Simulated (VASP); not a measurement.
Write the native input for VASP 6.6.1 that does the following.

```
Task                   : single point
Functional             : PBE
Potentials or basis    : VASP PAW PBE potentials, release 64 (Si, C, N)
Cutoff                 : 520 eV
k mesh                 : 1 × 1 × 1, shifted
Occupations            : fermi-dirac, width 0.05 eV
Spin                   : no spin polarisation
Dipole correction      : no
Further INCAR settings : LREAL = Auto; ALGO = Normal; EDIFF = 1e-06; NBANDS = 60; ISYM = 0
```

The structure of Si9C3N8 lies in POSCAR:

```
Si9C3N8
1.0
    6.5417270000     -0.1058040000     -0.0528750000
   -0.1058040000      5.8803450000     -0.0308140000
   -0.0528750000     -0.0308140000      6.2531300000
Si C N
9 3 8
Direct
    0.6432035961      0.5351176392      0.8665483534
    0.6650445054      0.8005084106      0.3588388686
    0.1108414962     -0.0232531667      0.8627534085
    0.2954396973      0.1149046051      0.2356402385
    0.3441259757      0.6043231193      0.1046124539
    0.3317431920      0.5796669198      0.6011785742
    0.6215871937      0.3175942220      0.4557728324
    0.9335830862      0.3854202622      0.2697243693
    0.0100120386      0.8573862581      0.3857234516
    0.1557926033      0.8309230150      0.1364482420
    0.3410066601      0.4200640606      0.8525582518
    0.7599358611      0.2671722890      0.7550457540
    0.2961671939      0.1856714377      0.9434165162
    0.3666832943      0.4324616080      0.3449047519
    0.0627121664      0.1542893900      0.3734550823
    0.1367507925      0.7828478452      0.6102301362
    0.5974299912      0.6707064007      0.6045481635
    0.5274228905      0.0435851744      0.3574482729
    0.8820470421      0.1171290180      0.8136214105
    0.6016091760      0.7018854742      0.0949919455
```

The input as run:

INCAR

```
SYSTEM = Si9C3N8
  PREC = Accurate
  ENCUT = 520
  EDIFF = 1E-6
  ISMEAR = -1
  SIGMA = 0.05
  LREAL = Auto
  LASPH = .TRUE.
  NELM = 60
  ALGO = Normal
  ISIF = 2
  LWAVE = .FALSE.
  LCHARG = .FALSE.
  GGA = PE
  ISYM = 0
  NBANDS = 60
```

KPOINTS

```
Automatic mesh
0
Gamma
  1 1 1
  0.25 0.25 0.25
```

Potentials or basis: VASP PAW PBE potentials, release 64 (Si, C, N).

The run is started by

```bash
$ cat potpaw_PBE.64/Si/POTCAR potpaw_PBE.64/C/POTCAR potpaw_PBE.64/N/POTCAR > POTCAR
$ mpirun -np 1 vasp_std > vasp.out
```

Results of the run:

```
Pressure               : -1.1 GPa
Largest force          : 2.833 eV/Å
Band gap on the k mesh : 0.57 eV
```

Caveat: the k points lie up to 1.07 Å⁻¹ apart.

It took 58 s on 1 thread of Intel Xeon 6975P-C, on a shared host, peak memory 0.32 GiB.
